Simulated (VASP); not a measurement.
# Bi (I4/mmm) in VASP: a series of runs

Runs on Bi. Level: PBEsol+D3(BJ). Tasks: single point.

All numbers are computed with VASP 6.6.1; they aren't measurements. Logs are shortened: lines on timing, memory, paths and dates and some standing lists are left out, and cuts for length are marked.

### 1 The cell of the first run

Symmetry: I4/mmm, No. 139, tetragonal system. Conventional cell: a = 3.522 Å, b = 3.522 Å, c = 4.408 Å, α = 90.00°, β = 90.00°, γ = 90.00°. Bi (site symmetry 4/mmm) has 14 Bi at 3.33 to 4.41 Å within 4.5 Å.

### 2 Single point, PBEsol+D3(BJ) (27.34 Å³/atom)

File INCAR:

```
ALGO = Fast ; EDIFF = 1E-6
ENCUT = 520 ; GGA = PS
ISIF = 2 ; ISMEAR = 0
IVDW = 12 ; LASPH = T
LCHARG = F ; LREAL = F
LWAVE = F ; NBANDS = 14
NELM = 80 ; PREC = Accurate
SIGMA = 0.15
```

File KPOINTS:

```
k-points
0
Gamma
  18 18 18
```

File POSCAR:

```
Bi
1.0
   -1.7612197077      1.7612197077      2.2038142203
    1.7612197077     -1.7612197077      2.2038142203
    1.7612197077      1.7612197077     -2.2038142203
Bi
1
Direct
    0.0000000000      0.0000000000      0.0000000000
```

Potentials or basis: VASP PAW PBE potentials, release 64 (Bi_d).

Run with:

```
$ cat potpaw_PBE.64/Bi_d/POTCAR > POTCAR
$ mpirun -np 1 vasp_std > vasp.out
```

OUTCAR:

```text
EDIFF = 1E-6
   ENCUT = 520
   GGA = PS
   ISIF = 2
   ISMEAR = 0
   IVDW = 12
   LASPH = T
   LREAL = F
   NELM = 80
   PREC = Accurate
 IVDW          = 12

 ion  position               nearest neighbor table
   1  0.000  0.000  0.000-

  LATTYP: Found a body centered tetragonal cell.
 ALAT       =     3.5224394154
 C/A-ratio  =     1.2513000000

  Lattice vectors:

 A1 = (  -1.7612197077,   1.7612197077,   2.2038142203)
 A2 = (   1.7612197077,  -1.7612197077,   2.2038142203)
 A3 = (   1.7612197077,   1.7612197077,  -2.2038142203)

Analysis of symmetry for initial positions (statically):
=====================================================================
 Subroutine PRICEL returns:
 Original cell was already a primitive cell.

 Routine SETGRP: Setting up the symmetry group for a
 body centered tetragonal supercell.

 Subroutine GETGRP returns: Found 16 space group operations
 (whereof 16 operations were pure point group operations)
 out of a pool of 16 trial point group operations.

The static configuration has the point symmetry D_4h.

Analysis of symmetry for dynamics (positions and initial velocities):
=====================================================================
 Subroutine PRICEL returns:
 Original cell was already a primitive cell.

 Routine SETGRP: Setting up the symmetry group for a
 body centered tetragonal supercell.

 Subroutine GETGRP returns: Found 16 space group operations
 (whereof 16 operations were pure point group operations)
 out of a pool of 16 trial point group operations.

The dynamic configuration has the point symmetry D_4h.

 Subroutine INISYM returns: Found 16 space group operations
 (whereof 16 operations are pure point group operations),
 and found     1 'primitive' translations

----------------------------------------------------------------------------------------

                                     Primitive cell

  volume of cell :      27.3440

  direct lattice vectors                    reciprocal lattice vectors
    -1.761219708  1.761219708  2.203814220     0.000000000  0.283894166  0.226879378
     1.761219708 -1.761219708  2.203814220     0.283894166  0.000000000  0.226879378
     1.761219708  1.761219708 -2.203814220     0.283894166  0.283894166  0.000000000

  length of vectors
     3.325746057  3.325746057  3.325746057     0.363414570  0.363414570  0.401486980

  position of ions in fractional coordinates (direct lattice)
     0.000000000  0.000000000  0.000000000

  ion indices of the primitive-cell ions
   primitive index   ion index
[... 83 lines left out ...]
   PSTRESS=    0.0 pullay stress
   NELECT =      15.0000    total number of electrons
   NUPDOWN=      -1.0000    fix difference up-down
   EMIN   =  10.00;   EMAX   =-10.00  energy-range for DOS
   EFERMI =   0.00;   METHOD = LEGACY
   ISMEAR =     0;   SIGMA  =   0.15  broadening in eV -4-tet -1-fermi 0-gaus
   EFERMI_NEDOS =   21; number of points for ismear=-14 and -15
   IALGO  =     68    algorithm
   IMIX   =      4    mixing-type and parameters
     AMIX     =   0.40;   BMIX     =  1.00
     AMIX_MAG =   1.60;   BMIX_MAG =  1.00
  volume/ion in A,a.u.               =      27.34       184.53
  Fermi-wavevector in a.u.,A,eV,Ry     =   1.340143  2.532504 24.435846  1.795984
  Thomas-Fermi vector in A             =   2.468479
   LORBIT       =      0    0 simple, 1 ext, 2 COOP (PROOUT), +10 PAW based schemes
   GGA     = PS    functional components
   LHFCALC =     F    Hartree Fock is set to
   AEXX    =    0.0000 exact exchange contribution
   IVDW    =    12    specifies the selected vdW correction
   LEPSILON=     F    determine dielectric tensor
   LRPA    =     F    only Hartree local field effects (RPA)
 non-spin polarized calculation
 RMM-DIIS sequential band-by-band and
 Gauss-broadening in eV      SIGMA  =   0.15
  energy-cutoff  :      520.00
  volume of cell :       27.34
 maximum number of plane-waves:       760
 NGX is ok and might be reduce to    28
   NGX = 13   NGY = 13   NGZ = 13

 number of electron      15.0000002 magnetization

 Free energy of the ion-electron system (eV)
  ---------------------------------------------------
  ext. energy  EPLUGINS =         0.00000000
  ---------------------------------------------------
  free energy    TOTEN  =        -4.12283602 eV

  energy without entropy =       -4.11519091  energy(sigma->0) =       -4.11901347

 E-fermi :   9.5096     XC(G=0): -11.0718

 val. band max:        9.5085735769   @ k =  -0.2778   0.1667  -0.0000
 cond. band min:       9.5161084108   @ k =  -0.2222   0.5000   0.1111
 fundamental gap:      0.0075348339
 Fermi energy:         9.5095766058

 k-point     1 :       0.0000    0.0000    0.0000
  band No.  band energies     occupation
      1     -13.6175      2.00000
      2     -13.6175      2.00000
      3     -13.5302      2.00000
      4     -13.5133      2.00000
      5     -13.4260      2.00000
      6      -5.0609      2.00000
      7      15.2693      0.00000
      8      15.5036      0.00000
      9      15.5036      0.00000
     10      18.6682      0.00000
     11      20.0143      0.00000
     12      21.1028      0.00000
     13      21.1028      0.00000
     14      21.4644      0.00000
[... 377 lines left out ...]
      1     -13.6083      2.00000
      2     -13.5834      2.00000
      3     -13.5014      2.00000
      4     -13.4911      2.00000
      5     -13.4284      2.00000
      6      -4.1993      2.00000
      7      10.0580      0.00000
      8      13.9679      0.00000
      9      14.5128      0.00000
     10      17.9357      0.00000
     11      19.1265      0.00000
     12      20.7264      0.00000
     13      21.7904      0.00000
     14      22.9644      0.00000

 [... further k-points ...]

------------------------ aborting loop because EDIFF is reached ----------------------------------------

 Edisp (eV)   -0.59967

 E8    (eV) :    -0.4294

  FORCE on cell =-STRESS in cart. coord.  units (eV):
  Direction    XX          YY          ZZ          XY          YZ          ZX
  --------------------------------------------------------------------------------------
  -------------------------------------------------------------------------------------
  Total       0.71994     0.71994     0.37328     0.00000     0.00000     0.00000
  in kB      42.18395    42.18395    21.87180     0.00000     0.00000     0.00000
  external pressure =       35.41 kB  Pullay stress =        0.00 kB

 VOLUME and BASIS-vectors are now :
 -----------------------------------------------------------------------------
  energy-cutoff  :      520.00
  volume of cell :       27.34
      direct lattice vectors                 reciprocal lattice vectors
    -1.761219708  1.761219708  2.203814220     0.000000000  0.283894166  0.226879378
     1.761219708 -1.761219708  2.203814220     0.283894166  0.000000000  0.226879378
     1.761219708  1.761219708 -2.203814220     0.283894166  0.283894166  0.000000000

 POSITION                                       TOTAL-FORCE (eV/Angst)
 -----------------------------------------------------------------------------------
      0.00000      0.00000      0.00000        -0.000000      0.000000      0.000000
 -----------------------------------------------------------------------------------
    total drift:                               -0.000000     -0.000000     -0.000000

  FREE ENERGIE OF THE ION-ELECTRON SYSTEM (eV)
  ---------------------------------------------------
  free  energy   TOTEN  =        -4.7225048460 eV

  energy  without entropy=       -4.7148597352  energy(sigma->0) =       -4.71868229
```

stdout:

```text
POSCAR found type information on POSCAR Bi
 POSCAR found :  1 types and       1 ions
 scaLAPACK will be used
 -----------------------------------------------------------------------------
|                                                                             |
|                                                                             |
|     You enforced a specific xc type in the INCAR file but a different       |
|     I HOPE YOU KNOW WHAT YOU ARE DOING!                                     |
|                                                                             |
 -----------------------------------------------------------------------------

 LDA part: xc-table for (Slater+PW92), standard interpolation
 POSCAR, INCAR and KPOINTS ok, starting setup
 FFT: planning ... GRIDC
 FFT: planning ... GRID_SOFT
 FFT: planning ... GRID
 WAVECAR not read
 entering main loop
WARNING in EDDRMM: call to ZHEGV failed, returncode =   6  3     12
WARNING in EDDRMM: call to ZHEGV failed, returncode =   6  3     12
WARNING in EDDRMM: call to ZHEGV failed, returncode =   6  3     13
```

Run time: 3.4 min. Hardware: 1 thread of Intel Xeon 8259CL, shared host; peak memory 0.3 GiB.

Results:

- Free energy: -4.7225 eV
- Pressure: 3.5 GPa
- Band gap on the k mesh: zero (an odd number of electrons rules out a gap without spin polarisation)
- Dispersion energy per atom: -0.600 eV

Caveat: the cell stands under pressure; the PAW data sets were made with another functional, which shifts forces and pressure a little; spin-orbit coupling is left out, which moves the levels of the heavy elements.

### 3 Single point, PBEsol+D3(BJ) (27.34 Å³/atom)

File INCAR:

```
PREC     = Accurate       # precision mode
ENCUT    = 520            # plane-wave cutoff, eV
EDIFF    = 1E-7           # SCF threshold, eV
ISMEAR   = 0              # smearing method
SIGMA    = 0.15           # smearing width, eV
LREAL    = F              # projectors in reciprocal space
LASPH    = T              # aspherical terms in the spheres
NELM     = 100            # most SCF steps
ALGO     = Fast           # electronic algorithm
ISIF     = 2              # what is computed and relaxed
LWAVE    = F              # write WAVECAR
LCHARG   = F              # write CHGCAR
GGA      = PS             # functional
IVDW     = 12             # dispersion correction
NBANDS   = 14             # bands
```

File KPOINTS:

```
regular mesh
0
Gamma
  18 18 18
```

File POSCAR:

```
Bi
1.0
   -1.9457394871      1.9457394871      1.8056462440
    1.9457394871     -1.9457394871      1.8056462440
    1.9457394871      1.9457394871     -1.8056462440
Bi
1
Direct
    0.0000000000      0.0000000000      0.0000000000
```

Potentials or basis: VASP PAW PBE potentials, release 64 (Bi_d).

Run with:

```
$ cat potpaw_PBE.64/Bi_d/POTCAR > POTCAR
$ mpirun -np 1 vasp_std > vasp.out
```

It took 1.7 min on 1 thread of Intel Xeon 8259CL, shared host; peak memory 0.28 GiB.

The run converged. Its results:

```
Free energy                : -4.7621 eV
Pressure                   : 3.3 GPa
Band gap on the k mesh     : zero (an odd number of electrons rules out a gap without spin polarisation)
Dispersion energy per atom : -0.600 eV
```

Stress tensor (GPa, compression positive):
```
2.88 0.00 0.00
0.00 2.88 0.00
0.00 0.00 4.29
```

Levels at points of the mesh, in eV from the Fermi level:
```
           k point  band 3  band 4  band 5  band 6  band 7  band 8  band 9  band 10  band 11  band 12
(0.00, 0.00, 0.00)  -23.08  -22.93  -22.87  -14.53    5.85    5.85    6.47    10.31    10.31    10.69
(0.50, 0.00, 0.00)  -22.91  -22.88  -22.77  -10.54   -5.84    1.56    3.34     6.13     7.54    12.91
(0.50, 0.50, 0.00)  -22.94  -22.91  -22.78  -10.94   -6.02    2.48    4.64     7.24     8.79    11.89
(0.50, 0.50, 0.50)  -22.81  -22.81  -22.78   -8.03   -2.57   -2.57   -1.16     3.05     3.89    15.81
```

Caveat: the cell stands under pressure; the PAW data sets were made with another functional, which shifts forces and pressure a little; spin-orbit coupling is left out, which moves the levels of the heavy elements.

[end of part 1 of 2]
